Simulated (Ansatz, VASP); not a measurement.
# Two plane-wave programs on SnSe

POSCAR

```
SnSe
1.0
    0.0000000000      3.0100000000      3.0100000000
    3.0100000000      0.0000000000      3.0100000000
    3.0100000000      3.0100000000      0.0000000000
Sn Se
1 1
Direct
    0.0000000000      0.0000000000      0.0000000000
    0.5000000000      0.5000000000      0.5000000000
```

The input INCAR.step1:

```
SYSTEM = SnSe
ALGO = Normal
EDIFF = 1E-5
ENCUT = 520
GGA = PE
ISIF = 2
ISMEAR = -1
LASPH = .TRUE.
LCHARG = .FALSE.
LREAL = .FALSE.
LWAVE = .TRUE.
NBANDS = 17
NELM = 100
PREC = Accurate
SIGMA = 0.05
```

INCAR.step2

```
SYSTEM = SnSe
AEXX = 0.25
ALGO = Normal
EDIFF = 1E-7
ENCUT = 520
GGA = PS
HFSCREEN = 0.207
ISIF = 2
ISMEAR = -1
ISTART = 1
LASPH = .TRUE.
LCHARG = .FALSE.
LHFCALC = .TRUE.
LREAL = .FALSE.
LWAVE = .FALSE.
NBANDS = 17
NELM = 100
PREC = Accurate
PRECFOCK = Normal
SIGMA = 0.05
```

Contents of KPOINTS:

```
k-points
0
G
  4 4 4
  0 0 0
```

Contents of input.yaml:

```yaml
crystal:
  lattice:
    - [0.0, 3.01, 3.01]
    - [3.01, 0.0, 3.01]
    - [3.01, 3.01, 0.0]
  atoms:
    - { symbol: Sn, position: [0.0, 0.0, 0.0] }
    - { symbol: Se, position: [0.5, 0.5, 0.5] }
hamiltonian:
  xc:
    exchange: hjs_pbesol
    correlation: pbesol
    exx: { coeff: 0.25, omega: 0.207 }
  pseudopotentials: { kind: paw }
kpoints:
  mp_grid: { grid: [4, 4, 4] }
  band_path:
    path:
      - [[0.0, 0.0, 0.0], [0.5, 0.0, 0.5], [0.5, 0.25, 0.75], [0.375, 0.375, 0.75], [0.0, 0.0, 0.0], [0.5, 0.5, 0.5], [0.625, 0.25, 0.625], [0.5, 0.25, 0.75], [0.5, 0.5, 0.5], [0.375, 0.375, 0.75]]
      - [[0.625, 0.25, 0.625], [0.5, 0.0, 0.5]]
    npoints: 4
scf:
  occupations: { method: fermi_dirac, width: 0.05 }
  n_extra_bands: 6
output:
  forces: true
  stress: true
  eigenvalues: true
  fatbands: false
```

Alike in both runs: functional PBEsol-based screened hybrid; k mesh 4 × 4 × 4; occupations fermi-dirac, width 0.05 eV; no spin polarisation.

|  | VASP | Ansatz |
| --- | --- | --- |
| version | VASP 6.6.1 | Ansatz 0.2.0 |
| potentials or method | VASP PAW PBE potentials, release 64 (Sn_d, Se) | Ansatz PAW |
| plane-wave cutoff (eV) | 520 | 420 |
| valence electrons in the cell | 20 | 30 |
| task | single point | band structure |

|  | VASP | Ansatz | Ansatz less VASP |
| --- | --- | --- | --- |
| gap on the k mesh at the Fermi level (eV) | 0.51 | 0.52 | +0.006 |
| least direct gap on the mesh (eV) | 0.51 | 0.52 | +0.006 |
| pressure (GPa) | -3.7 | -3.6 | +0.05 |

VASP's potentials were made for PBE, not for PBEsol-based screened hybrid. With one functional, cell and mesh, what is left measures potentials, basis and numerics. VASP's potentials hold 20 valence electrons a cell and Ansatz's 30, so a difference there can come from the potentials and not from the codes.

The k mesh is coarse, so the values compare programs but aren't converged.
